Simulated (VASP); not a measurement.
# CdS in VASP: notebook

Runs on CdS. Level: PBE. Tasks: single point.

All numbers are computed with VASP 6.6.1; they aren't measurements. Logs are shortened: lines on timing, memory, paths and dates and some standing lists are left out, and cuts for length are marked.

## Step 1: The cell of the first run

Symmetry: Fm-3m, No. 225, cubic system. Conventional cell: a = 5.231 Å, b = 5.231 Å, c = 5.231 Å, α = 90.00°, β = 90.00°, γ = 90.00°. Within 3.5 Å of Cd (site symmetry m-3m) lie 6 S at 2.62 Å. S (site symmetry m-3m) has 6 Cd at 2.62 Å within 3.5 Å.

## Step 2: Single point, PBE (strain -0.050 along x and y, -0.050 along z)

File INCAR:

```
PREC = Accurate
ENCUT = 520
EDIFF = 1E-7
ISMEAR = 0
SIGMA = 0.03
LREAL = F
LASPH = T
NELM = 100
ALGO = Normal
ISIF = 2
LWAVE = F
LCHARG = F
GGA = PE
NBANDS = 16
```

File KPOINTS:

```
Automatic mesh
0
Gamma
  10 10 10
```

File POSCAR:

```
CdS
1.0
    0.0000000000      2.6155818000      2.6155818000
    2.6155818000      0.0000000000      2.6155818000
    2.6155818000      2.6155818000      0.0000000000
Cd S
1 1
Direct
    0.0000000000      0.0000000000      0.0000000000
    0.5000000000      0.5000000000      0.5000000000
```

Potentials or basis: VASP PAW PBE potentials, release 64 (Cd, S).

Command:

```bash
cat potpaw_PBE.64/Cd/POTCAR potpaw_PBE.64/S/POTCAR > POTCAR
mpirun -np 1 vasp_std > vasp.out
```

OUTCAR:

```text
PREC = Accurate
   ENCUT = 520
   EDIFF = 1E-7
   ISMEAR = 0
   LREAL = F
   LASPH = T
   NELM = 100
   ISIF = 2
   GGA = PE

 ion  position               nearest neighbor table
   1  0.000  0.000  0.000-   2 2.62   2 2.62   2 2.62   2 2.62   2 2.62   2 2.62
   2  0.500  0.500  0.500-   1 2.62   1 2.62   1 2.62   1 2.62   1 2.62   1 2.62

  LATTYP: Found a face centered cubic cell.
 ALAT       =     5.2311636000

  Lattice vectors:

 A1 = (   0.0000000000,   2.6155818000,   2.6155818000)
 A2 = (   2.6155818000,   0.0000000000,   2.6155818000)
 A3 = (   2.6155818000,   2.6155818000,   0.0000000000)

Analysis of symmetry for initial positions (statically):
=====================================================================
 Subroutine PRICEL returns:
 Original cell was already a primitive cell.

 Routine SETGRP: Setting up the symmetry group for a
 face centered cubic supercell.

 Subroutine GETGRP returns: Found 48 space group operations
 (whereof 48 operations were pure point group operations)
 out of a pool of 48 trial point group operations.

The static configuration has the point symmetry O_h .

Analysis of symmetry for dynamics (positions and initial velocities):
=====================================================================
 Subroutine PRICEL returns:
 Original cell was already a primitive cell.

 Routine SETGRP: Setting up the symmetry group for a
 face centered cubic supercell.

 Subroutine GETGRP returns: Found 48 space group operations
 (whereof 48 operations were pure point group operations)
 out of a pool of 48 trial point group operations.

The dynamic configuration has the point symmetry O_h .

 Subroutine INISYM returns: Found 48 space group operations
 (whereof 48 operations are pure point group operations),
 and found     1 'primitive' translations

----------------------------------------------------------------------------------------

                                     Primitive cell

  volume of cell :      35.7878

  direct lattice vectors                    reciprocal lattice vectors
     0.000000000  2.615581800  2.615581800    -0.191162058  0.191162058  0.191162058
     2.615581800  0.000000000  2.615581800     0.191162058 -0.191162058  0.191162058
     2.615581800  2.615581800  0.000000000     0.191162058  0.191162058 -0.191162058

  length of vectors
     3.698991255  3.698991255  3.698991255     0.331102397  0.331102397  0.331102397

  position of ions in fractional coordinates (direct lattice)
     0.000000000  0.000000000  0.000000000
     0.500000000  0.500000000  0.500000000

  ion indices of the primitive-cell ions
   primitive index   ion index
                 1           1
                 2           2

----------------------------------------------------------------------------------------

 KPOINTS: Automatic mesh

Automatic generation of k-mesh.
 Grid dimensions read from file:
 generate k-points for:   10   10   10

 Generating k-lattice:

  Cartesian coordinates                     Fractional coordinates (reciprocal lattice)
    -0.019116206  0.019116206  0.019116206     0.100000000  0.000000000  0.000000000
     0.019116206 -0.019116206  0.019116206     0.000000000  0.100000000  0.000000000
     0.019116206  0.019116206 -0.019116206     0.000000000  0.000000000  0.100000000

  Length of vectors
     0.033110240  0.033110240  0.033110240

  Shift w.r.t. Gamma in fractional coordinates (k-lattice)
     0.000000000  0.000000000  0.000000000

 Subroutine IBZKPT returns following result:
 ===========================================

 Found     47 irreducible k-points:

 Following reciprocal coordinates:
            Coordinates               Weight
  0.000000  0.000000  0.000000      1.000000
  0.100000  0.000000  0.000000      8.000000
  0.200000  0.000000  0.000000      8.000000
  0.300000  0.000000  0.000000      8.000000
  0.400000  0.000000  0.000000      8.000000
  0.500000  0.000000  0.000000      4.000000
[... 16 lines left out ...]
  0.300000  0.300000  0.000000      6.000000
  0.400000  0.300000  0.000000     24.000000
 [... further k-points ...]
   k-points           NKPTS =     47   k-points in BZ     NKDIM =     47   number of bands    NBANDS=     16
   number of dos      NEDOS =    301   number of ions     NIONS =      2
   total plane-waves  NPLWV =  21952
   dimension x,y,z NGX =    28 NGY =   28 NGZ =   28
   dimension x,y,z NGXF=    56 NGYF=   56 NGZF=   56
   ions per type =               1   1
   NGX,Y,Z   is equivalent  to a cutoff of  12.58, 12.58, 12.58 a.u.
   NGXF,Y,Z  is equivalent  to a cutoff of  25.17, 25.17, 25.17 a.u.
 SYSTEM =  unknown system
   PREC   = accura    normal or accurate (medium, high low for compatibility)
   ISTART =      0    job   : 0-new  1-cont  2-samecut
   ICHARG =      2    charge: 1-file 2-atom 10-const
   ISPIN  =      1    spin polarized calculation?
   LNONCOLLINEAR =      F non collinear calculations
   LSORBIT =      F    spin-orbit coupling
   LASPH  =      T    aspherical Exc in radial PAW
   ENCUT  =  520.0 eV  38.22 Ry    6.18 a.u.   6.88  6.88  6.88*2*pi/ulx,y,z
   NELM   =    100;   NELMIN=  2; NELMDL= -5     # of ELM steps
   EDIFF  = 0.1E-06   stopping-criterion for ELM
   LREAL  =      F    real-space projection
   EDIFFG = 0.1E-05   stopping-criterion for IOM
   NSW    =      0    number of steps for IOM
   IBRION =     -1    ionic relax: 0-MD 1-quasi-New 2-CG
   NFREE  =      0    steps in history (QN), initial steepest desc. (CG)
   ISIF   =      2    stress and relaxation
   ISYM   =      2    0-nonsym 1-usesym 2-fastsym
   POTIM  = 0.5000    time-step for ionic-motion
   TEBEG  =    0.0;   TEEND  =   0.0 temperature during run
   PSTRESS=    0.0 pullay stress
   NELECT =      18.0000    total number of electrons
   NUPDOWN=      -1.0000    fix difference up-down
   EMIN   =  10.00;   EMAX   =-10.00  energy-range for DOS
   EFERMI =   0.00;   METHOD = LEGACY
   ISMEAR =     0;   SIGMA  =   0.03  broadening in eV -4-tet -1-fermi 0-gaus
   EFERMI_NEDOS =   21; number of points for ismear=-14 and -15
   IALGO  =     38    algorithm
   IMIX   =      4    mixing-type and parameters
     AMIX     =   0.40;   BMIX     =  1.00
     AMIX_MAG =   1.60;   BMIX_MAG =  1.00
  volume/ion in A,a.u.               =      17.89       120.75
  Fermi-wavevector in a.u.,A,eV,Ry     =   1.301929  2.460289 23.062142  1.695020
  Thomas-Fermi vector in A             =   2.433031
   LORBIT       =      0    0 simple, 1 ext, 2 COOP (PROOUT), +10 PAW based schemes
   GGA     = PE    functional components
   LHFCALC =     F    Hartree Fock is set to
   AEXX    =    0.0000 exact exchange contribution
   IVDW    =     0    specifies the selected vdW correction
   LEPSILON=     F    determine dielectric tensor
   LRPA    =     F    only Hartree local field effects (RPA)
 non-spin polarized calculation
 Gauss-broadening in eV      SIGMA  =   0.03
  energy-cutoff  :      520.00
  volume of cell :       35.79
 maximum number of plane-waves:       982
   NGX = 13   NGY = 13   NGZ = 13

 number of electron      17.9999994 magnetization

 Free energy of the ion-electron system (eV)
  ---------------------------------------------------
  ext. energy  EPLUGINS =         0.00000000
  ---------------------------------------------------
  free energy    TOTEN  =        -5.62397693 eV

  energy without entropy =       -5.62397693  energy(sigma->0) =       -5.62397693

 E-fermi :   4.4733     XC(G=0): -11.0819

 val. band max:        4.3682698693   @ k =   0.5000   0.0000   0.0000
 cond. band min:       4.5740918426   @ k =   0.5000   0.5000   0.0000
 fundamental gap:      0.2058219732
 Fermi energy:         4.4732575208

 k-point     1 :       0.0000    0.0000    0.0000
  band No.  band energies     occupation
      1      -9.5026      2.00000
      2      -3.6356      2.00000
      3      -3.6356      2.00000
      4      -3.6334      2.00000
      5      -3.6334      2.00000
      6      -3.6334      2.00000
[... 8 lines left out ...]
     15      16.7154      0.00000
     16      16.7154      0.00000

 k-point     2 :       0.1000    0.0000    0.0000
  band No.  band energies     occupation
      1      -9.3934      2.00000
      2      -3.6829      2.00000
      3      -3.6829      2.00000
      4      -3.6508      2.00000
      5      -3.6058      2.00000
      6      -3.6058      2.00000
[... 8 lines left out ...]
     15      15.2059      0.00000
     16      16.0646      0.00000

 k-point     3 :       0.2000    0.0000    0.0000
  band No.  band energies     occupation
      1      -9.0834      2.00000
      2      -3.8032      2.00000
      3      -3.8032      2.00000
      4      -3.7117      2.00000
      5      -3.5314      2.00000
      6      -3.5314      2.00000
[... 8 lines left out ...]
     15      15.0364      0.00000
     16      15.8403      0.00000

 k-point     4 :       0.3000    0.0000    0.0000
  band No.  band energies     occupation
      1      -8.6350      2.00000
      2      -3.9439      2.00000
      3      -3.9439      2.00000
      4      -3.8414      2.00000
      5      -3.4375      2.00000
      6      -3.4375      2.00000
[... 8 lines left out ...]
     15      15.8360      0.00000
     16      15.8609      0.00000
[... 324 lines left out ...]
 k-point    22 :      -0.2000    0.2000    0.0000
  band No.  band energies     occupation
      1      -8.5525      2.00000
      2      -3.9815      2.00000
      3      -3.9601      2.00000
      4      -3.7198      2.00000
      5      -3.4800      2.00000
      6      -3.3345      2.00000
[... 8 lines left out ...]
     15      18.0510      0.00000
     16      18.6581      0.00000

 k-point    23 :       0.3000    0.3000    0.0000
  band No.  band energies     occupation
      1      -8.6088      2.00000
      2      -3.7950      2.00000
      3      -3.7924      2.00000
      4      -3.5318      2.00000
      5      -3.4132      2.00000
      6      -3.4132      2.00000
[... 8 lines left out ...]
     15      18.1405      0.00000
     16      20.6869      0.00000

 k-point    24 :       0.4000    0.3000    0.0000
  band No.  band energies     occupation
      1      -8.4256      2.00000
      2      -3.8181      2.00000
      3      -3.5898      2.00000
      4      -3.5871      2.00000
      5      -3.3240      2.00000
      6      -3.2964      2.00000
[... 8 lines left out ...]
     15      18.6461      0.00000
     16      20.3896      0.00000

 [... further k-points ...]
[... 5 lines left out ...]
  --------------------------------------------------------------------------------------
  -------------------------------------------------------------------------------------
  Total        3.5342464      3.5342464      3.5342464     -0.0000000      0.0000000     -0.0000000
  in kB      158.2240468    158.2240468    158.2240468     -0.0000000      0.0000000     -0.0000000
  external PRESSURE =     158.2240468 kB  Pullay stress =       0.0000000 kB

 VOLUME and BASIS-vectors are now :
 -----------------------------------------------------------------------------
  energy-cutoff  :      520.00
  volume of cell :       35.79
      direct lattice vectors                 reciprocal lattice vectors
     0.000000000  2.615581800  2.615581800    -0.191162058  0.191162058  0.191162058
     2.615581800  0.000000000  2.615581800     0.191162058 -0.191162058  0.191162058
     2.615581800  2.615581800  0.000000000     0.191162058  0.191162058 -0.191162058

 POSITION                                       TOTAL-FORCE (eV/Angst)
 -----------------------------------------------------------------------------------
      0.00000      0.00000      0.00000        -0.000000      0.000000      0.000000
      2.61558      2.61558      2.61558         0.000000     -0.000000     -0.000000
 -----------------------------------------------------------------------------------
    total drift:                                0.000000      0.000000      0.000000

  FREE ENERGIE OF THE ION-ELECTRON SYSTEM (eV)
  ---------------------------------------------------
  free  energy   TOTEN  =        -5.6239769303 eV

  energy  without entropy=       -5.6239769290  energy(sigma->0) =       -5.62397693
```

Wall time 22 s (1 thread of Intel Xeon Platinum 8488C (Sapphire Rapids), shared host); peak memory 0.17 GiB.

Results:

```
Free energy            : -5.6240 eV
Pressure               : 15.8 GPa
Band gap on the k mesh : 0.21 eV, indirect (least direct gap 2.64 eV)
```

Caveat: the cell differs from its parent crystal (strain -0.050 along x and y, -0.050 along z). A k mesh can miss the band edges.

## Step 3: Single point, PBE (strain +0.025 along x and y, +0.025 along z)

File INCAR:

```
ALGO = Normal ; EDIFF = 1E-6
ENCUT = 520 ; GGA = PE
ISIF = 2 ; ISMEAR = 0
LASPH = T ; LCHARG = T
LELF = T ; LREAL = F
LVHAR = T ; LWAVE = F
NBANDS = 16 ; NELM = 60
PREC = Accurate ; SIGMA = 0.03
```

File KPOINTS:

```
k-points
0
Gamma
  10 10 10
```

File POSCAR:

```
CdS
1.0
    0.0000000000      2.8220751000      2.8220751000
    2.8220751000      0.0000000000      2.8220751000
    2.8220751000      2.8220751000      0.0000000000
Cd S
1 1
Direct
    0.0000000000      0.0000000000      0.0000000000
    0.5000000000      0.5000000000      0.5000000000
```

Potentials or basis: VASP PAW PBE potentials, release 64 (Cd, S).

Command:

```bash
cat potpaw_PBE.64/Cd/POTCAR potpaw_PBE.64/S/POTCAR > POTCAR
mpirun -np 1 vasp_std > vasp.out
```

It took 25 s on 1 thread of Intel Xeon Platinum 8488C (Sapphire Rapids), shared host; peak memory 0.18 GiB.

Results (log left out):

```yaml
Free_energy: -5.8286 eV
Pressure: -4.5 GPa
Band_gap_on_the_k_mesh: 0.22 eV, indirect (least direct gap 1.08 eV)
```

Levels at points of the mesh, in eV from the valence-band top:
```
           k point  band 6  band 7  band 8  band 9  band 10  band 11  band 12  band 13
(0.00, 0.00, 0.00)   -7.47   -0.58   -0.58   -0.58     0.51     9.18     9.18     9.18
(0.50, 0.00, 0.00)   -7.32   -4.42   -0.02   -0.02     3.56     5.93     5.93     6.04
(0.50, 0.50, 0.00)   -6.75   -3.66   -1.79   -1.79     0.22     6.15     9.23    10.56
```

Caveat: the cell differs from its parent crystal (strain +0.025 along x and y, +0.025 along z). A k mesh can miss the band edges.

## Step 4: Single point, PBE (strain -0.050 along x and y, -0.025 along z)

File INCAR:

```
PREC = Accurate
ENCUT = 520
EDIFF = 1E-7
ISMEAR = 0
SIGMA = 0.03
LREAL = F
LASPH = T
NELM = 60
ALGO = Normal
ISIF = 2
LWAVE = F
LCHARG = F
GGA = PE
NBANDS = 16
```

File KPOINTS:

```
regular mesh
0
Gamma
  10 10 10
```

File POSCAR:

```
CdS
1.0
    0.0000000000      2.6155818000      2.6844129000
    2.6155818000      0.0000000000      2.6844129000
    2.6155818000      2.6155818000      0.0000000000
Cd S
1 1
Direct
    0.0000000000      0.0000000000      0.0000000000
    0.5000000000      0.5000000000      0.5000000000
```

Command:

```bash
cat potpaw_PBE.64/Cd/POTCAR potpaw_PBE.64/S/POTCAR > POTCAR
mpirun -np 1 vasp_std > vasp.out
```

Run time: 42 s. Hardware: 1 thread of Intel Xeon Platinum 8488C (Sapphire Rapids), shared host; peak memory 0.19 GiB.

Results (log left out):

```yaml
Free_energy: -5.6990 eV
Pressure: 12.5 GPa
Band_gap_on_the_k_mesh: 0.09 eV, indirect (least direct gap 2.35 eV)
```

Stress tensor (GPa, compression positive):
```
13.78  0.00  0.00
 0.00 13.78  0.00
 0.00  0.00  9.93
```

Levels at points of the mesh, in eV from the valence-band top:
| k point | band 6 | band 7 | band 8 | band 9 | band 10 | band 11 | band 12 | band 13 |
| --- | --- | --- | --- | --- | --- | --- | --- | --- |
| (0.00, 0.00, 0.00) | -7.98 | -1.14 | -1.14 | -1.00 | 1.35 | 9.07 | 9.20 | 9.20 |
| (0.50, 0.00, 0.00) | -7.71 | -5.46 | -0.17 | 0.00 | 3.29 | 5.59 | 5.86 | 7.70 |
| (0.50, 0.50, 0.00) | -6.76 | -5.12 | -2.64 | -2.64 | 0.25 | 5.88 | 10.35 | 12.14 |
| (0.50, 0.00, 0.50) | -6.67 | -5.12 | -2.87 | -2.61 | 0.09 | 5.72 | 10.58 | 11.63 |

Caveat: the cell differs from its parent crystal (strain -0.050 along x and y, -0.025 along z). A k mesh can miss the band edges.

(Continued in part 2 of 2.)
